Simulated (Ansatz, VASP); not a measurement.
**One calculation of Mo, two programs**

```
Mo
1.0
    -1.57342    1.57342    1.57342
     1.57342   -1.57342    1.57342
     1.57342    1.57342   -1.57342
Mo
1
Cartesian
  0.0000 0.0000 0.0000
```

Alike in both runs: task single point; functional PBE; k mesh 10 × 10 × 10; occupations methfessel-paxton of order 1, width 0.02 eV; no spin polarisation.

|  | VASP | Ansatz |
| --- | --- | --- |
| version | VASP 6.6.1 | Ansatz 0.2.0 |
| potentials or method | VASP PAW PBE potentials, release 64 (Mo_sv), cutoff 500 eV | plane waves, PAW |
| valence electrons in the cell | 14 | 14 |

|  | VASP | Ansatz | Ansatz less VASP |
| --- | --- | --- | --- |
| pressure (GPa) | 3.4 | 2.8 | -0.56 |
